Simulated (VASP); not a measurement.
# La (P6_3/mmc) in VASP: further runs

The runs below take La through relaxation of cell and atoms, single point, with LDA.

Program: VASP 6.6.1. These are calculated values, not measurements. Logs are shortened: lines on timing, memory, paths and dates and some standing lists are left out, and cuts for length are marked.

**1. The cell of the first run**

Symmetry: P6_3/mmc, No. 194, hexagonal system. Conventional cell: a = 2.865 Å, b = 2.865 Å, c = 4.641 Å, α = 90.00°, β = 90.00°, γ = 120.00°. La (site symmetry -6m2) has 12 La at 2.85 to 2.86 Å within 3.8 Å.

**2. Relaxation of cell and atoms, LDA, target pressure 92 GPa, at which the enthalpy is minimised**

Contents of INCAR:

```
PREC = Accurate
ENCUT = 600
EDIFF = 1E-7
ISMEAR = -1
SIGMA = 0.1
LREAL = False
LASPH = True
NELM = 80
ALGO = Normal
ISIF = 3
LWAVE = False
LCHARG = False
IBRION = 2
NSW = 60
EDIFFG = -0.005
PSTRESS = 920.0
```

Contents of KPOINTS:

```
regular mesh
0
Gamma
  16 16 9
```

Contents of POSCAR:

```
La
1.0
    2.8646791546      0.0000000000      0.0000000000
   -1.4323395773      2.4808849215      0.0000000000
    0.0000000000      0.0000000000      4.6407802304
La
2
Direct
    0.3333333333      0.6666666667      0.2500000000
    0.6666666667      0.3333333333      0.7500000000
```

Potentials or basis: VASP PAW LDA potentials, release 64 (La).

Run with:

```console
> cat potpaw_LDA.64/La/POTCAR > POTCAR
> mpirun -np 1 vasp_std > vasp.out
```

OUTCAR:

```text
PREC = Accurate
   ENCUT = 600
   EDIFF = 1E-7
   ISMEAR = -1
   LREAL = False
   LASPH = True
   NELM = 80
   ISIF = 3
   IBRION = 2
   NSW = 60
   EDIFFG = -0.005
   PSTRESS = 920.0

 ion  position               nearest neighbor table
   1  0.333  0.667  0.250-   2 2.85   2 2.85   2 2.85   2 2.85   2 2.85   2 2.85
   2  0.667  0.333  0.750-   1 2.85   1 2.85   1 2.85   1 2.85   1 2.85   1 2.85

  LATTYP: Found a hexagonal cell.
 ALAT       =     2.8646791546
 C/A-ratio  =     1.6200000000

  Lattice vectors:

 A1 = (   2.8646791546,   0.0000000000,   0.0000000000)
 A2 = (  -1.4323395773,   2.4808849215,   0.0000000000)
 A3 = (   0.0000000000,   0.0000000000,   4.6407802304)

Analysis of symmetry for initial positions (statically):
=====================================================================
 Subroutine PRICEL returns:
 Original cell was already a primitive cell.

 Routine SETGRP: Setting up the symmetry group for a
 hexagonal supercell.

 Subroutine GETGRP returns: Found 24 space group operations
 (whereof 12 operations were pure point group operations)
 out of a pool of 24 trial point group operations.

The static configuration has the point symmetry D_3d.
 The point group associated with its full space group is D_6h.

Analysis of symmetry for dynamics (positions and initial velocities):
=====================================================================
 Subroutine PRICEL returns:
 Original cell was already a primitive cell.

 Routine SETGRP: Setting up the symmetry group for a
 hexagonal supercell.

 Subroutine GETGRP returns: Found 24 space group operations
 (whereof 12 operations were pure point group operations)
 out of a pool of 24 trial point group operations.

The dynamic configuration has the point symmetry D_3d.
 The point group associated with its full space group is D_6h.

 Subroutine INISYM returns: Found 24 space group operations
 (whereof 12 operations are pure point group operations),
 and found     1 'primitive' translations

----------------------------------------------------------------------------------------

                                     Primitive cell

  volume of cell :      32.9817

  direct lattice vectors                    reciprocal lattice vectors
     2.864679155  0.000000000  0.000000000     0.349079232  0.201540989  0.000000000
    -1.432339577  2.480884921  0.000000000     0.000000000  0.403081977  0.000000000
     0.000000000  0.000000000  4.640780230     0.000000000  0.000000000  0.215481008

  length of vectors
     2.864679155  2.864679155  4.640780230     0.403081977  0.403081977  0.215481008

  position of ions in fractional coordinates (direct lattice)
     0.333333333  0.666666667  0.250000000
     0.666666667  0.333333333  0.750000000

  ion indices of the primitive-cell ions
   primitive index   ion index
                 1           1
                 2           2

----------------------------------------------------------------------------------------

 KPOINTS: regular mesh

Automatic generation of k-mesh.
 Grid dimensions read from file:
 generate k-points for:   16   16    9

 Generating k-lattice:

  Cartesian coordinates                     Fractional coordinates (reciprocal lattice)
     0.021817452  0.012596312  0.000000000     0.062500000  0.000000000  0.000000000
     0.000000000  0.025192624  0.000000000     0.000000000  0.062500000  0.000000000
     0.000000000  0.000000000  0.023942334     0.000000000  0.000000000  0.111111111

  Length of vectors
     0.025192624  0.025192624  0.023942334

  Shift w.r.t. Gamma in fractional coordinates (k-lattice)
     0.000000000  0.000000000  0.000000000

 Subroutine IBZKPT returns following result:
 ===========================================

 Found    150 irreducible k-points:

 Following reciprocal coordinates:
            Coordinates               Weight
  0.000000  0.000000  0.000000      1.000000
  0.062500 -0.000000  0.000000      6.000000
  0.125000 -0.000000  0.000000      6.000000
  0.187500 -0.000000  0.000000      6.000000
  0.250000 -0.000000  0.000000      6.000000
  0.312500 -0.000000  0.000000      6.000000
[... 16 lines left out ...]
  0.187500  0.187500  0.000000      6.000000
  0.250000  0.187500  0.000000     12.000000
 [... further k-points ...]
   k-points           NKPTS =    150   k-points in BZ     NKDIM =    150   number of bands    NBANDS=     15
   number of dos      NEDOS =    301   number of ions     NIONS =      2
   total plane-waves  NPLWV =  23040
   dimension x,y,z NGX =    24 NGY =   24 NGZ =   40
   dimension x,y,z NGXF=    48 NGYF=   48 NGZF=   80
   ions per type =               2
   NGX,Y,Z   is equivalent  to a cutoff of  13.93, 13.93, 14.33 a.u.
   NGXF,Y,Z  is equivalent  to a cutoff of  27.86, 27.86, 28.66 a.u.
 SYSTEM =  unknown system
   PREC   = accura    normal or accurate (medium, high low for compatibility)
   ISTART =      0    job   : 0-new  1-cont  2-samecut
   ICHARG =      2    charge: 1-file 2-atom 10-const
   ISPIN  =      1    spin polarized calculation?
   LNONCOLLINEAR =      F non collinear calculations
   LSORBIT =      F    spin-orbit coupling
   LASPH  =      T    aspherical Exc in radial PAW
   ENCUT  =  600.0 eV  44.10 Ry    6.64 a.u.   5.72  5.72  9.27*2*pi/ulx,y,z
   NELM   =     80;   NELMIN=  2; NELMDL= -5     # of ELM steps
   EDIFF  = 0.1E-06   stopping-criterion for ELM
   LREAL  =      F    real-space projection
   EDIFFG = -.5E-02   stopping-criterion for IOM
   NSW    =     60    number of steps for IOM
   IBRION =      2    ionic relax: 0-MD 1-quasi-New 2-CG
   NFREE  =      1    steps in history (QN), initial steepest desc. (CG)
   ISIF   =      3    stress and relaxation
   ISYM   =      2    0-nonsym 1-usesym 2-fastsym
   POTIM  = 0.5000    time-step for ionic-motion
   TEBEG  =    0.0;   TEEND  =   0.0 temperature during run
   PSTRESS=  920.0 pullay stress
   NELECT =      22.0000    total number of electrons
   NUPDOWN=      -1.0000    fix difference up-down
   EMIN   =  10.00;   EMAX   =-10.00  energy-range for DOS
   EFERMI =   0.00;   METHOD = LEGACY
   ISMEAR =    -1;   SIGMA  =   0.10  broadening in eV -4-tet -1-fermi 0-gaus
   EFERMI_NEDOS =   21; number of points for ismear=-14 and -15
   IALGO  =     38    algorithm
   IMIX   =      4    mixing-type and parameters
     AMIX     =   0.40;   BMIX     =  1.00
     AMIX_MAG =   1.60;   BMIX_MAG =  1.00
  volume/ion in A,a.u.               =      16.49       111.29
  Fermi-wavevector in a.u.,A,eV,Ry     =   1.430401  2.703066 27.838166  2.046047
  Thomas-Fermi vector in A             =   2.550250
   LORBIT       =      0    0 simple, 1 ext, 2 COOP (PROOUT), +10 PAW based schemes
   GGA     = CA    functional components
   LHFCALC =     F    Hartree Fock is set to
   AEXX    =    0.0000 exact exchange contribution
   IVDW    =     0    specifies the selected vdW correction
   LEPSILON=     F    determine dielectric tensor
   LRPA    =     F    only Hartree local field effects (RPA)
 conjugate gradient relaxation of ions
 non-spin polarized calculation
  energy-cutoff  :      600.00
  volume of cell :       32.98
 maximum number of plane-waves:      1116
 NGX is ok and might be reduce to    24
   NGX = 11   NGY = 11   NGZ = 19

--------------------------------------- Ionic step        1  -------------------------------------------

 number of electron      22.0000000 magnetization

 Free energy of the ion-electron system (eV)
  ---------------------------------------------------
  ext. energy  EPLUGINS =         0.00000000
  ---------------------------------------------------
  free energy    TOTEN  =        -7.15164116 eV

  energy without entropy =       -7.09222722  energy(sigma->0) =       -7.12193419

------------------------ aborting loop because EDIFF is reached ----------------------------------------

  FORCE on cell =-STRESS in cart. coord.  units (eV):
  Direction    XX          YY          ZZ          XY          YZ          ZX
  --------------------------------------------------------------------------------------
  -------------------------------------------------------------------------------------
  Total       15.3417341     15.3417341     20.1390619      0.0000000     -0.0000000     -0.0000000
  in kB      745.2661964    745.2661964    978.3093598      0.0000000     -0.0000000     -0.0000000
  external PRESSURE =     -97.0527491 kB  Pullay stress =     920.0000000 kB
[... 97 lines left out ...]
  energy  without entropy=       -6.5795595195  energy(sigma->0) =       -6.60408803

  enthalpy is  TOTEN    =        11.6970087313 eV   P V=       18.3256252686

[... ionic steps 4 to 7 ...]

--------------------------------------- Ionic step        8  -------------------------------------------

 number of electron      22.0000001 magnetization

------------------------ aborting loop because EDIFF is reached ----------------------------------------
[... 71 lines left out ...]
--------------------------------------- Ionic step       10  -------------------------------------------

 number of electron      22.0000001 magnetization

 Free energy of the ion-electron system (eV)
  ---------------------------------------------------
  ext. energy  EPLUGINS =         0.00000000
  ---------------------------------------------------
  free energy    TOTEN  =        -6.73988274 eV

  energy without entropy =       -6.69304734  energy(sigma->0) =       -6.71646504

 E-fermi :  19.5318     XC(G=0): -13.6868

 val. band max:       19.5087234309   @ k =   0.3125   0.3125   0.2222
 cond. band min:      19.5397003608   @ k =   0.1250   0.0625   0.0000
 fundamental gap:      0.0309769299
 Fermi energy:        19.5317836276

 k-point     1 :       0.0000    0.0000    0.0000
  band No.  band energies     occupation
      1     -15.3712      2.00000
      2     -12.7243      2.00000
      3      -1.8540      2.00000
      4       6.8670      2.00000
      5       6.8670      2.00000
      6       7.5243      2.00000
      7       8.0657      2.00000
      8       8.0657      2.00000
      9      17.5726      2.00000
     10      19.2957      1.82764
     11      20.7129      0.00001
     12      20.8167      0.00001
     13      21.1319      0.00000
     14      21.1319      0.00000
[... 401 lines left out ...]
      2     -11.3582      2.00000
      3       0.4367      2.00000
      4       0.9298      2.00000
      5       1.0731      2.00000
      6       3.5206      2.00000
      7       4.8835      2.00000
      8       5.5844      2.00000
      9      16.1913      2.00000
     10      18.4132      1.99997
     11      19.4590      1.34883
     12      20.0785      0.00841
     13      21.4374      0.00000
     14      21.7180      0.00000
     15      22.5332      0.00000

 [... further k-points ...]

------------------------ aborting loop because EDIFF is reached ----------------------------------------

  FORCE on cell =-STRESS in cart. coord.  units (eV):
  Direction    XX          YY          ZZ          XY          YZ          ZX
  --------------------------------------------------------------------------------------
  -------------------------------------------------------------------------------------
  Total       18.4217346     18.4217346     18.4220591      0.0000000      0.0000000     -0.0000000
  in kB      919.9311359    919.9311358    919.9473403      0.0000000      0.0000000     -0.0000000
  external PRESSURE =      -0.0634627 kB  Pullay stress =     920.0000000 kB
[... 21 lines left out ...]
  energy  without entropy=       -6.6930473402  energy(sigma->0) =       -6.71646504

  enthalpy is  TOTEN    =        11.6832309057 eV   P V=       18.4231136482

 reached required accuracy - stopping structural energy minimisation
```

It took 4 min on 1 thread of Intel Xeon 6975P-C (Granite Rapids), shared host; peak memory 0.24 GiB.

What came out:

| Quantity | Value |
| --- | --- |
| Free energy | -6.7399 eV |
| Relaxed volume | 16.04 Å³/atom |
| Relaxed cell | a = 2.798 Å, b = 2.798 Å, c = 4.731 Å, α = 90.00°, β = 90.00°, γ = 120.00° |
| Space group after relaxing (to 0.05 Å) | P6_3/mmc (No. 194) |
| Energy change on relaxing (the enthalpy is what falls) | +205.9 meV/atom |
| Ionic steps | 10 |
| Pressure after relaxing | 92.0 GPa |
| Band gap on the k mesh | zero (band 11 reaches 21.30 eV, above the bottom of band 12 at 16.83 eV) |

The path:
| step | energy change (eV) | largest force (eV/Å) | pressure (GPa) | volume (Å³) |
| --- | --- | --- | --- | --- |
| 1 | 0.0000 | 0.0000 | 82.29 | 32.98 |
| 2 | 3.6307 | 0.0000 | 161.51 | 28.30 |
| 3 | 0.5230 | 0.0000 | 94.30 | 31.91 |
| 4 | 0.6017 | 0.0000 | 96.11 | 31.77 |
| 5 | 0.6235 | 0.0000 | 96.60 | 31.74 |
| 6 | 0.0430 | 0.0000 | 83.55 | 32.87 |
| 7 | 0.4363 | 0.0000 | 92.56 | 32.04 |
| 8 | 0.4422 | 0.0000 | 92.68 | 32.03 |
| 9 | 0.3293 | 0.0000 | 90.13 | 32.23 |
| 10 | 0.4118 | 0.0000 | 91.99 | 32.08 |

Final structure:
```yaml
crystal:
  lattice:
    - [2.79833, 0.00000, 0.00000]
    - [-1.39916, 2.42342, 0.00000]
    - [0.00000, 0.00000, 4.73106]
  atoms:
    - { symbol: La, position: [0.33333, 0.66667, 0.25000] }
    - { symbol: La, position: [0.66667, 0.33333, 0.75000] }
```

Levels at points of the mesh, in eV from the Fermi level:
| k point | band 9 | band 10 | band 11 | band 12 | band 13 | band 14 |
| --- | --- | --- | --- | --- | --- | --- |
| (0.00, 0.00, 0.00) | -1.96 | -0.24 | 1.18 | 1.28 | 1.60 | 1.60 |
| (0.50, 0.00, 0.00) | -4.85 | -2.88 | -1.14 | 1.07 | 1.45 | 1.97 |

Caveat: the cell is relaxed towards a set pressure, so the enthalpy falls and the energy may rise; spin-orbit coupling is left out, which moves the levels of the heavy elements.

(Part 1 of 2 ends here.)
